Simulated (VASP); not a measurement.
# Pd (Im-3m) in VASP: notebook

The runs below take Pd through single point, with HF.

All numbers are computed with VASP 6.6.1; they aren't measurements. Logs are shortened: lines on timing, memory, paths and dates and some standing lists are left out, and cuts for length are marked.

### Step 1. The cell of the first run

The structure is cubic, space group Im-3m (No. 229). The conventional cell has a = 3.145 Å, b = 3.145 Å, c = 3.145 Å, α = 90.00°, β = 90.00°, γ = 90.00°. Pd (site symmetry m-3m) has 14 Pd at 2.72 to 3.14 Å within 3.6 Å.

This isn't the form of Pd at room conditions, which is fcc.

### Step 2. Single point, HF

The input, POSCAR:

```
Pd
1.0
   -1.5722810000      1.5722810000      1.5722810000
    1.5722810000     -1.5722810000      1.5722810000
    1.5722810000      1.5722810000     -1.5722810000
Pd
1
Direct
    0.0000000000      0.0000000000      0.0000000000
```

The input, INCAR.step1:

```
PREC = Accurate
ENCUT = 520
EDIFF = 1E-5
ISMEAR = -1
SIGMA = 0.05
LREAL = False
LASPH = True
NELM = 80
ALGO = Normal
ISIF = 2
LWAVE = True
LCHARG = False
NBANDS = 11
GGA = PE
```

The input, INCAR.step2:

```
PREC = Accurate
ENCUT = 520
EDIFF = 1E-6
ISMEAR = -1
SIGMA = 0.05
LREAL = False
LASPH = True
NELM = 80
ALGO = Normal
ISIF = 2
LWAVE = False
LCHARG = False
GGA = PE
LHFCALC = True
AEXX = 1.0
ALDAC = 0.0
AGGAC = 0.0
PRECFOCK = Normal
NBANDS = 11
ISTART = 1
```

The input, KPOINTS:

```
Automatic mesh
0
Gamma
  6 6 6
```

Potentials or basis: VASP PAW PBE potentials, release 64 (Pd).

Command:

```bash
$ cat potpaw_PBE.64/Pd/POTCAR > POTCAR
$ cp INCAR.step1 INCAR
$ mpirun -np 1 vasp_std > vasp.out
$ cp INCAR.step2 INCAR
$ mpirun -np 1 vasp_std > vasp.out
```

OUTCAR:

```text
PREC = Accurate
   ENCUT = 520
   EDIFF = 1E-6
   ISMEAR = -1
   LREAL = False
   LASPH = True
   NELM = 80
   ISIF = 2
   GGA = PE
   LHFCALC = True
   AEXX = 1.0
   PRECFOCK = Normal
   ISTART = 1

 ion  position               nearest neighbor table
   1  0.000  0.000  0.000-

  LATTYP: Found a body centered cubic cell.
 ALAT       =     3.1445620000

  Lattice vectors:

 A1 = (  -1.5722810000,   1.5722810000,   1.5722810000)
 A2 = (   1.5722810000,  -1.5722810000,   1.5722810000)
 A3 = (   1.5722810000,   1.5722810000,  -1.5722810000)

Analysis of symmetry for initial positions (statically):
=====================================================================
 Subroutine PRICEL returns:
 Original cell was already a primitive cell.

 Routine SETGRP: Setting up the symmetry group for a
 body centered cubic supercell.

 Subroutine GETGRP returns: Found 48 space group operations
 (whereof 48 operations were pure point group operations)
 out of a pool of 48 trial point group operations.

The static configuration has the point symmetry O_h .

Analysis of symmetry for dynamics (positions and initial velocities):
=====================================================================
 Subroutine PRICEL returns:
 Original cell was already a primitive cell.

 Routine SETGRP: Setting up the symmetry group for a
 body centered cubic supercell.

 Subroutine GETGRP returns: Found 48 space group operations
 (whereof 48 operations were pure point group operations)
 out of a pool of 48 trial point group operations.

The dynamic configuration has the point symmetry O_h .

 Subroutine INISYM returns: Found 48 space group operations
 (whereof 48 operations are pure point group operations),
 and found     1 'primitive' translations

----------------------------------------------------------------------------------------

                                     Primitive cell

  volume of cell :      15.5471

  direct lattice vectors                    reciprocal lattice vectors
    -1.572281000  1.572281000  1.572281000     0.000000000  0.318009313  0.318009313
     1.572281000 -1.572281000  1.572281000     0.318009313  0.000000000  0.318009313
     1.572281000  1.572281000 -1.572281000     0.318009313  0.318009313  0.000000000

  length of vectors
     2.723270576  2.723270576  2.723270576     0.449733083  0.449733083  0.449733083

  position of ions in fractional coordinates (direct lattice)
     0.000000000  0.000000000  0.000000000

  ion indices of the primitive-cell ions
   primitive index   ion index
                 1           1

----------------------------------------------------------------------------------------

 KPOINTS: Automatic mesh

Automatic generation of k-mesh.
 Grid dimensions read from file:
 generate k-points for:    6    6    6

 Generating k-lattice:

  Cartesian coordinates                     Fractional coordinates (reciprocal lattice)
     0.000000000  0.053001552  0.053001552     0.166666667  0.000000000  0.000000000
     0.053001552  0.000000000  0.053001552     0.000000000  0.166666667  0.000000000
     0.053001552  0.053001552  0.000000000     0.000000000  0.000000000  0.166666667

  Length of vectors
     0.074955514  0.074955514  0.074955514

  Shift w.r.t. Gamma in fractional coordinates (k-lattice)
     0.000000000  0.000000000  0.000000000

 Subroutine IBZKPT returns following result:
 ===========================================

 Found     16 irreducible k-points:

 Following reciprocal coordinates:
            Coordinates               Weight
  0.000000  0.000000  0.000000      1.000000
  0.166667  0.000000  0.000000     12.000000
  0.333333  0.000000  0.000000     12.000000
  0.500000  0.000000  0.000000      6.000000
  0.166667  0.166667  0.000000     24.000000
  0.333333  0.166667 -0.000000     48.000000
[... 8 lines left out ...]
  0.500000  0.500000  0.333333     12.000000
  0.500000  0.500000  0.500000      1.000000
   k-points           NKPTS =     16   k-points in BZ     NKDIM =    216   number of bands    NBANDS=     11
   number of dos      NEDOS =    301   number of ions     NIONS =      1
   total plane-waves  NPLWV =   8000
   dimension x,y,z NGX =    20 NGY =   20 NGZ =   20
   dimension x,y,z NGXF=    40 NGYF=   40 NGZF=   40
   ions per type =               1
   NGX,Y,Z   is equivalent  to a cutoff of  12.21, 12.21, 12.21 a.u.
   NGXF,Y,Z  is equivalent  to a cutoff of  24.42, 24.42, 24.42 a.u.
 SYSTEM =  unknown system
   PREC   = accura    normal or accurate (medium, high low for compatibility)
   ISTART =      1    job   : 0-new  1-cont  2-samecut
   ICHARG =      0    charge: 1-file 2-atom 10-const
   ISPIN  =      1    spin polarized calculation?
   LNONCOLLINEAR =      F non collinear calculations
   LSORBIT =      F    spin-orbit coupling
   LASPH  =      T    aspherical Exc in radial PAW
   ENCUT  =  520.0 eV  38.22 Ry    6.18 a.u.   5.06  5.06  5.06*2*pi/ulx,y,z
   NELM   =     80;   NELMIN=  2; NELMDL=  0     # of ELM steps
   EDIFF  = 0.1E-05   stopping-criterion for ELM
   LREAL  =      F    real-space projection
   EDIFFG = 0.1E-04   stopping-criterion for IOM
   NSW    =      0    number of steps for IOM
   IBRION =     -1    ionic relax: 0-MD 1-quasi-New 2-CG
   NFREE  =      0    steps in history (QN), initial steepest desc. (CG)
   ISIF   =      2    stress and relaxation
   ISYM   =      3    0-nonsym 1-usesym 2-fastsym
   POTIM  = 0.5000    time-step for ionic-motion
   TEBEG  =    0.0;   TEEND  =   0.0 temperature during run
   PSTRESS=    0.0 pullay stress
   NELECT =      10.0000    total number of electrons
   NUPDOWN=      -1.0000    fix difference up-down
   EMIN   =  10.00;   EMAX   =-10.00  energy-range for DOS
   EFERMI =   0.00;   METHOD = LEGACY
   ISMEAR =    -1;   SIGMA  =   0.05  broadening in eV -4-tet -1-fermi 0-gaus
   EFERMI_NEDOS =   21; number of points for ismear=-14 and -15
   IALGO  =     38    algorithm
   IMIX   =      1    mixing-type and parameters
     AMIX     =   0.40;   BMIX     =  1.00
     AMIX_MAG =   1.60;   BMIX_MAG =  1.00
  volume/ion in A,a.u.               =      15.55       104.92
  Fermi-wavevector in a.u.,A,eV,Ry     =   1.413160  2.670485 27.171123  1.997021
  Thomas-Fermi vector in A             =   2.534834
   LORBIT       =      0    0 simple, 1 ext, 2 COOP (PROOUT), +10 PAW based schemes
   GGA     = PE    functional components
   LHFCALC =     T    Hartree Fock is set to
   PRECFOCK=normal    Normal, Fast or Accurate (Low or Medium for compatibility)
   ENCUT4O =  -1.0   cutoff for four orbital integrals eV
   NKREDX  =     1    reduce k-point grid by
   NKREDY  =     1    reduce k-point grid by
   NKREDZ  =     1    reduce k-point grid by
   AEXX    =    1.0000 exact exchange contribution
   HFSCREEN=    0.0000 screening length (either q_TF or 0.3 A-1)
   HFSCREENC=   0.0000 screening length for correlation (either q_TF or 0.3 A-1)
   ENCUTFOCK=  -1.0 apply spherical cutoff to Coloumb kernel
   IVDW    =     0    specifies the selected vdW correction
   LEPSILON=     F    determine dielectric tensor
   LRPA    =     F    only Hartree local field effects (RPA)
 non-spin polarized calculation
  energy-cutoff  :      520.00
  volume of cell :       15.55
 maximum number of plane-waves:       430
  NGX = 16; NGY = 16; NGZ = 16

 number of electron      10.0000005 magnetization

 Free energy of the ion-electron system (eV)
  ---------------------------------------------------
  ext. energy  EPLUGINS =         0.00000000
  ---------------------------------------------------
  free energy    TOTEN  =        -9.18595025 eV

  energy without entropy =       -9.18276319  energy(sigma->0) =       -9.18435672

 E-fermi :   8.3474     XC(G=0):   0.0000

 val. band max:        6.7867140188   @ k =   0.3333   0.0000   0.0000
 cond. band min:       8.4672509040   @ k =  -0.3333   0.5000   0.1667
 fundamental gap:      1.6805368853
 Fermi energy:         8.3473561403

 k-point     1 :       0.0000    0.0000    0.0000
  band No.  band energies     occupation
      1      -1.3216      2.00000
      2       1.2829      2.00000
      3       1.2829      2.00000
      4       1.2829      2.00000
      5       2.5782      2.00000
      6       2.5782      2.00000
      7      35.1915      0.00000
      8      35.1915      0.00000
      9      35.1915      0.00000
     10      43.9415      0.00000
     11      43.9415      0.00000

 k-point     2 :       0.1667    0.0000    0.0000
  band No.  band energies     occupation
      1      -0.1436      2.00000
      2       0.9106      2.00000
      3       1.7183      2.00000
      4       2.3835      2.00000
      5       2.3957      2.00000
      6       2.6786      2.00000
      7      33.8220      0.00000
      8      34.7859      0.00000
      9      36.5473      0.00000
     10      41.0097      0.00000
     11      41.7066      0.00000

 k-point     3 :       0.3333    0.0000    0.0000
  band No.  band energies     occupation
      1      -0.7948      2.00000
      2       0.2158      2.00000
      3       2.7700      2.00000
      4       2.9527      2.00000
      5       5.2923      2.00000
      6       6.7867      2.00000
      7      27.6135      0.00000
      8      31.9623      0.00000
      9      36.5776      0.00000
     10      39.3968      0.00000
     11      41.4883      0.00000
[... 155 lines left out ...]
 k-point    15 :       0.5000    0.5000    0.3333
  band No.  band energies     occupation
      1      -1.5528      2.00000
      2      -1.2899      2.00000
      3       4.5578      2.00000
      4       5.2752      2.00000
      5       9.7928      0.00000
      6      21.8503      0.00000
      7      23.2414      0.00000
      8      26.5733      0.00000
      9      32.8067      0.00000
     10      34.9438      0.00000
     11      38.1271      0.00000

 k-point    16 :       0.5000    0.5000    0.5000
  band No.  band energies     occupation
      1      -2.1391      2.00000
      2      -2.1391      2.00000
      3       9.5464      0.00000
      4       9.5464      0.00000
      5       9.5464      0.00000
      6      24.0246      0.00000
      7      24.0246      0.00000
      8      24.0246      0.00000
      9      33.1728      0.00000
     10      33.1728      0.00000
     11      34.0511      0.00000

------------------------ aborting loop because EDIFF is reached ----------------------------------------

  FORCE on cell =-STRESS in cart. coord.  units (eV):
  Direction    XX          YY          ZZ          XY          YZ          ZX
  --------------------------------------------------------------------------------------
  -------------------------------------------------------------------------------------
  Total        0.4292956      0.4292956      0.4292956      0.0000000      0.0000000     -0.0000000
  in kB       44.2401397     44.2401397     44.2401397      0.0000000      0.0000000     -0.0000000
  external PRESSURE =      44.2401397 kB  Pullay stress =       0.0000000 kB

 VOLUME and BASIS-vectors are now :
 -----------------------------------------------------------------------------
  energy-cutoff  :      520.00
  volume of cell :       15.55
      direct lattice vectors                 reciprocal lattice vectors
    -1.572281000  1.572281000  1.572281000     0.000000000  0.318009313  0.318009313
     1.572281000 -1.572281000  1.572281000     0.318009313  0.000000000  0.318009313
     1.572281000  1.572281000 -1.572281000     0.318009313  0.318009313  0.000000000

 POSITION                                       TOTAL-FORCE (eV/Angst)
 -----------------------------------------------------------------------------------
      0.00000      0.00000      0.00000        -0.000000      0.000000     -0.000000
 -----------------------------------------------------------------------------------
    total drift:                               -0.000000     -0.000000     -0.000000

  FREE ENERGIE OF THE ION-ELECTRON SYSTEM (eV)
  ---------------------------------------------------
  free  energy   TOTEN  =        -9.1859502522 eV

  energy  without entropy=       -9.1827631857  energy(sigma->0) =       -9.18435672
```

Wall time 5.3 min (1 thread of Intel Xeon Platinum 8559C (Emerald Rapids), shared host); peak memory 0.14 GiB.

Results:

```
Free energy            : -9.1860 eV
Pressure               : 4.4 GPa
Band gap on the k mesh : zero (bands 5 and 6 overlap by 7.32 eV)
```

Levels at points of the mesh, in eV from the Fermi level:
```tsv
k point	band 3	band 4	band 5	band 6	band 7	band 8
(0.00, 0.00, 0.00)	-7.06	-7.06	-5.77	-5.77	26.84	26.84
(0.50, 0.00, 0.00)	-5.29	-5.25	1.40	5.67	14.24	22.19
(0.50, 0.50, 0.50)	1.20	1.20	1.20	15.68	15.68	15.68
```

Caveat: the k points lie up to 0.47 Å⁻¹ apart, too coarse for converged energies and pressures of a metal; the PAW data sets were made with another functional, which shifts forces and pressure a little.

### Step 3. Single point, HF

This run uses another cell than the first one, of 16.02 Å³/atom.

The input, POSCAR:

```
Pd
1.0
   -1.5879010179      1.5879010179      1.5879010179
    1.5879010179     -1.5879010179      1.5879010179
    1.5879010179      1.5879010179     -1.5879010179
Pd
1
Direct
    0.0000000000      0.0000000000      0.0000000000
```

The input, INCAR.step1:

```
  PREC = Accurate
  ENCUT = 520
  EDIFF = 1E-5
  ISMEAR = -1
  SIGMA = 0.05
  LREAL = False
  LASPH = True
  NELM = 80
  ALGO = Normal
  ISIF = 2
  LWAVE = True
  LCHARG = False
  NBANDS = 11
  GGA = PE
```

The input, INCAR.step2:

```
  PREC = Accurate
  ENCUT = 520
  EDIFF = 1E-6
  ISMEAR = -1
  SIGMA = 0.05
  LREAL = False
  LASPH = True
  NELM = 80
  ALGO = Normal
  ISIF = 2
  LWAVE = False
  LCHARG = False
  GGA = PE
  LHFCALC = True
  AEXX = 1.0
  ALDAC = 0.0
  AGGAC = 0.0
  PRECFOCK = Normal
  NBANDS = 11
  ISTART = 1
```

The input, KPOINTS:

```
regular mesh
0
Gamma
  6 6 6
```

Potentials or basis: VASP PAW PBE potentials, release 64 (Pd).

Command:

```bash
$ cat potpaw_PBE.64/Pd/POTCAR > POTCAR
$ cp INCAR.step1 INCAR
$ mpirun -np 1 vasp_std > vasp.out
$ cp INCAR.step2 INCAR
$ mpirun -np 1 vasp_std > vasp.out
```

OUTCAR:

```text
PREC = Accurate
   ENCUT = 520
   EDIFF = 1E-6
   ISMEAR = -1
   LREAL = False
   LASPH = True
   NELM = 80
   ISIF = 2
   GGA = PE
   LHFCALC = True
   AEXX = 1.0
   PRECFOCK = Normal
   ISTART = 1

 ion  position               nearest neighbor table
   1  0.000  0.000  0.000-

  LATTYP: Found a body centered cubic cell.
 ALAT       =     3.1758020358

[... 400 lines left out ...]
      6      23.4106      0.00000
      7      23.4107      0.00000
      8      23.4107      0.00000
      9      32.2724      0.00000
     10      32.2724      0.00000
     11      33.0360      0.00000

------------------------ aborting loop because EDIFF is reached ----------------------------------------

  FORCE on cell =-STRESS in cart. coord.  units (eV):
  Direction    XX          YY          ZZ          XY          YZ          ZX
  --------------------------------------------------------------------------------------
  -------------------------------------------------------------------------------------
  Total        0.0389707      0.0389707      0.0389707      0.0000000     -0.0000000      0.0000000
  in kB        3.8986930      3.8986930      3.8986930      0.0000000     -0.0000000      0.0000000
  external PRESSURE =       3.8986930 kB  Pullay stress =       0.0000000 kB

 VOLUME and BASIS-vectors are now :
 -----------------------------------------------------------------------------
  energy-cutoff  :      520.00
  volume of cell :       16.02
      direct lattice vectors                 reciprocal lattice vectors
    -1.587901018  1.587901018  1.587901018     0.000000000  0.314881088  0.314881088
     1.587901018 -1.587901018  1.587901018     0.314881088  0.000000000  0.314881088
     1.587901018  1.587901018 -1.587901018     0.314881088  0.314881088  0.000000000

 POSITION                                       TOTAL-FORCE (eV/Angst)
 -----------------------------------------------------------------------------------
      0.00000      0.00000      0.00000         0.000000      0.000000     -0.000000
 -----------------------------------------------------------------------------------
    total drift:                                0.000000     -0.000001     -0.000000

  FREE ENERGIE OF THE ION-ELECTRON SYSTEM (eV)
  ---------------------------------------------------
  free  energy   TOTEN  =        -9.1931846051 eV

  energy  without entropy=       -9.1899975386  energy(sigma->0) =       -9.19159107
```

OUTCAR.step1:

```text
PREC = Accurate
   ENCUT = 520
   EDIFF = 1E-5
   ISMEAR = -1
   LREAL = False
[... 430 lines left out ...]

 POSITION                                       TOTAL-FORCE (eV/Angst)
 -----------------------------------------------------------------------------------
      0.00000      0.00000      0.00000        -0.000000      0.000000     -0.000000
 -----------------------------------------------------------------------------------
    total drift:                                0.000000     -0.000000      0.000000

  FREE ENERGIE OF THE ION-ELECTRON SYSTEM (eV)
  ---------------------------------------------------
  free  energy   TOTEN  =        -5.1775997924 eV

  energy  without entropy=       -5.1641392880  energy(sigma->0) =       -5.17086954
```

It took 5.1 min on 1 thread of Intel Xeon Platinum 8559C (Emerald Rapids), shared host; peak memory 0.13 GiB.

What came out:

```
Free energy            : -9.1932 eV
Pressure               : 0.4 GPa
Band gap on the k mesh : zero (bands 5 and 6 overlap by 7.18 eV)
```

Caveat: the k points lie up to 0.47 Å⁻¹ apart, too coarse for converged energies and pressures of a metal; the PAW data sets were made with another functional, which shifts forces and pressure a little.

The gap in the log of VASP goes by the Fermi energy; the results here count the filled bands.